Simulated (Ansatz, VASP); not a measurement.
SnTe in VASP and in Ansatz

File INCAR:

```
SYSTEM = SnTe
PREC = Accurate ; ENCUT = 520
EDIFF = 1E-7 ; ISMEAR = -1
SIGMA = 0.05 ; LREAL = .FALSE.
LASPH = .TRUE. ; NELM = 60
ALGO = Normal ; ISIF = 2
LWAVE = .FALSE. ; LCHARG = .TRUE.
LELF = .TRUE. ; LVHAR = .TRUE.
NBANDS = 17
```

File KPOINTS:

```
Automatic mesh
0
G
  7 7 7
  0 0 0
```

POSCAR

```
SnTe
1.0
    0.0000000000      3.6819707652      3.6819707652
    3.6819707652      0.0000000000      3.6819707652
    3.6819707652      3.6819707652      0.0000000000
Te Sn
1 1
Direct
    0.2500000000      0.2500000000      0.2500000000
    0.0000000000      0.0000000000      0.0000000000
```

File input.yaml:

```yaml
crystal:
  lattice:
    - [0.0, 3.6819707652, 3.6819707652]
    - [3.6819707652, 0.0, 3.6819707652]
    - [3.6819707652, 3.6819707652, 0.0]
  atoms:
    - { symbol: Te, position: [0.25, 0.25, 0.25] }
    - { symbol: Sn, position: [0.0, 0.0, 0.0] }
kpoints:
  mp_grid: { grid: [7, 7, 7] }
scf:
  occupations: { method: fermi_dirac, width: 0.05 }
hamiltonian:
  xc: lda
  pseudopotentials: { kind: all_electron, lapw: { basis_error: 0.001 } }
output:
  forces: true
  stress: true
  eigenvalues: true
```

Change from the starting cell: volume scaled by 1.06.

Alike in both runs: task single point; functional LDA; k mesh 7 × 7 × 7; occupations fermi-dirac, width 0.05 eV; no spin polarisation.

|  | VASP | Ansatz |
| --- | --- | --- |
| version | VASP 6.6.1 | Ansatz 0.2.0 |
| potentials or method | VASP PAW LDA potentials, release 64 (Te, Sn_d), cutoff 520 eV | all-electron LAPW, scalar-relativistic |

VASP gave:

```
gap on the k mesh at the Fermi level (eV) : 0.37
least direct gap on the mesh (eV)         : 0.81
pressure (GPa)                            : -3.2
```

Problem. Estimate Ansatz's values.

Solution. gap on the k mesh at the Fermi level (eV): 0.38; least direct gap on the mesh (eV): 0.81; pressure (GPa): -3.2.

LDA's correlation is that of Perdew and Zunger in VASP and of Perdew and Wang (1992) in Ansatz. Ansatz ran all-electron here, and VASP with PAW potentials.

Spin-orbit coupling is off throughout.
